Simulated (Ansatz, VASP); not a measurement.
**Al3GaIr in VASP and in Ansatz**

INCAR

```
PREC = Accurate ; ENCUT = 600
EDIFF = 1E-6 ; ISMEAR = 0
SIGMA = 0.1 ; LREAL = F
LASPH = T ; NELM = 80
ALGO = Normal ; ISIF = 3
LWAVE = F ; LCHARG = F
GGA = PE ; IBRION = 2
NSW = 90 ; EDIFFG = -0.04
```

Contents of KPOINTS:

```
Automatic mesh
0
Gamma
  6 6 4
```

POSCAR

```
Al3GaIr
1.0
    3.5542161200      0.0000000000      0.0000000000
    0.0000000000      3.5542161200      0.0000000000
    0.0000000000      0.0000000000      6.0590765800
Al Ga Ir
3 1 1
Direct
    0.0000000000      0.0000000000      0.7653791700
    0.0000000000      0.0000000000      0.2346208300
    0.0000000000      0.0000000000      0.5000000000
    0.5000000000      0.5000000000      0.5000000000
    0.5000000000      0.5000000000      0.0000000000
```

Input for Ansatz:

```yaml
crystal:
  lattice:
    - [3.55421612, 0.0, 0.0]
    - [0.0, 3.55421612, 0.0]
    - [0.0, 0.0, 6.05907658]
  atoms:
    - { symbol: Al, position: [0.0, 0.0, 0.76537917] }
    - { symbol: Al, position: [0.0, 0.0, 0.23462083] }
    - { symbol: Al, position: [0.0, 0.0, 0.5] }
    - { symbol: Ga, position: [0.5, 0.5, 0.5] }
    - { symbol: Ir, position: [0.5, 0.5, 0.0] }
basis:
  ecutwfc: 420
kpoints:
  mp_grid: { grid: [6, 6, 4] }
hamiltonian:
  xc: pbe
scf:
  occupations: { method: gaussian, width: 0.1 }
  lower_state_search: "off"
output:
  forces: true
  stress: true
  eigenvalues: true
relax:
  adjacent_minimum: "off"
  f_tol: 0.04
  max_steps: 70
  cell: { stress_tol: 0.4 }
```

Alike in both runs: task relaxation of cell and atoms; functional PBE; k mesh 6 × 6 × 4; occupations gaussian, width 0.1 eV; no spin polarisation.

```csv
,VASP,Ansatz
version,VASP 6.6.1,Ansatz 0.2.0
potentials or method,"VASP PAW PBE potentials, release 64 (Al, Ga_d, Ir), cutoff 600 eV","scalar-relativistic, plane waves, PAW"
valence electrons in the cell,31,39
```

```tsv
	VASP	Ansatz	Ansatz less VASP
gap on the k mesh at the Fermi level, each at its own relaxed structure (eV)	none	none	-
relaxed volume (Å³/atom)	18.10	18.06	-0.041
relaxed cell length with the largest relative difference (Å)	3.392	3.388	-0.0041
```

A gap of «none» marks a metal or a gap that the smearing closes. VASP's potentials hold 31 valence electrons a cell and Ansatz's 39, so a difference there can come from the potentials and not from the codes.

Spin-orbit coupling is off throughout. Noted on VASP's run: the volume moved by over 15 % at a fixed basis, so the end points are rough.
